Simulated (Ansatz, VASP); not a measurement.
Two plane-wave programs on Be4Ga2C

```
CELL_PARAMETERS angstrom
4.08800 0.00000 0.00000
-2.04400 3.54031 0.00000
0.00000 0.00000 5.56648
ATOMIC_POSITIONS crystal
Be 0.33333 0.66667 0.00000
Be 0.66667 0.33333 0.00000
Be 0.00000 0.00000 0.29994
Be 0.00000 0.00000 0.70006
Ga 0.33333 0.66667 0.50000
Ga 0.66667 0.33333 0.50000
C 0.00000 0.00000 0.00000
```

Alike in both runs: functional PBE; k mesh 12 × 12 × 8; occupations gaussian, width 0.1 eV; no spin polarisation.

Ansatz relaxed the structure, and its values are those at the end. VASP's run is a single point on that final structure, the one shown.

|  | VASP | Ansatz |
| --- | --- | --- |
| version | VASP 6.6.1 | Ansatz 0.2.0 |
| potentials or method | VASP PAW PBE potentials, release 64 (Be, Ga_d, C), cutoff 520 eV | scalar-relativistic, plane waves, PAW |
| valence electrons in the cell | 38 | 38 |

Ansatz gave:

* gap on the k mesh at the Fermi level (eV): none
* pressure (GPa): 0.0

Problem. Estimate VASP's values.

Solution. gap on the k mesh at the Fermi level (eV): none; pressure (GPa): 0.2.

A gap of «none» marks a metal or a gap that the smearing closes. With one functional, cell and mesh, what is left measures potentials, basis and numerics.
